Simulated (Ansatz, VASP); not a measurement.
## SnO in VASP and in Ansatz

Contents of INCAR:

```
PREC = Accurate
ENCUT = 600
EDIFF = 1E-6
ISMEAR = 0
SIGMA = 0.1
LREAL = F
LASPH = T
NELM = 60
ALGO = Normal
ISIF = 3
LWAVE = F
LCHARG = F
IBRION = 2
NSW = 100
EDIFFG = -0.005
```

KPOINTS

```
regular mesh
0
Gamma
  12 12 10
```

Contents of POSCAR:

```
SnO
1.0
    3.7679063084      0.0000000000      0.0000000000
    0.0000000000      3.7679063084      0.0000000000
    0.0000000000      0.0000000000      4.6568042807
Sn O
2 2
Direct
    0.0000000000      0.5000000000      0.2454765761
    0.5000000000      0.0000000000      0.7545234239
    0.0000000000      0.0000000000      0.0000000000
    0.5000000000      0.5000000000      0.0000000000
```

Input for Ansatz:

```yaml
crystal:
  lattice:
    - [3.7679063084, 0.0, 0.0]
    - [0.0, 3.7679063084, 0.0]
    - [0.0, 0.0, 4.6568042807]
  atoms:
    - { symbol: Sn, position: [0.0, 0.5, 0.2454765761] }
    - { symbol: Sn, position: [0.5, 0.0, 0.7545234239] }
    - { symbol: O, position: [0.0, 0.0, 0.0] }
    - { symbol: O, position: [0.5, 0.5, 0.0] }
basis:
  ecutwfc: 520.0
kpoints:
  mp_grid: { grid: [12, 12, 10] }
hamiltonian:
  xc: lda
scf:
  occupations: { method: gaussian, width: 0.1 }
output:
  forces: true
  stress: true
  eigenvalues: true
  write_density: true
  write_potential: true
  elf: true
  volumetric_format: npy
relax:
  adjacent_minimum: "off"
  f_tol: 0.005
  max_steps: 80
  cell: { stress_tol: 0.05 }
```

Alike in both runs: task relaxation of cell and atoms; functional LDA; k mesh 12 × 12 × 10; occupations gaussian, width 0.1 eV; no spin polarisation.

```csv
,VASP,Ansatz
version,VASP 6.6.1,Ansatz 0.2.0
potentials or method,"VASP PAW LDA potentials, release 64 (Sn_d, O), cutoff 600 eV","scalar-relativistic, plane waves, PAW"
valence electrons in the cell,40,40
```

VASP gave:

| Property | Result |
| --- | --- |
| gap on the k mesh at the Fermi level, each at its own relaxed structure (eV) | none |
| relaxed volume (Å³/atom) | 16.45 |
| relaxed cell length with the largest relative difference (Å) | 4.637 |

Question: Which values does Ansatz return?

Answer: gap on the k mesh at the Fermi level, each at its own relaxed structure (eV): none; relaxed volume (Å³/atom): 16.51; relaxed cell length with the largest relative difference (Å): 4.655.

LDA's correlation is that of Perdew and Zunger in VASP and of Perdew and Wang (1992) in Ansatz. A gap of «none» marks a metal or a gap that the smearing closes.
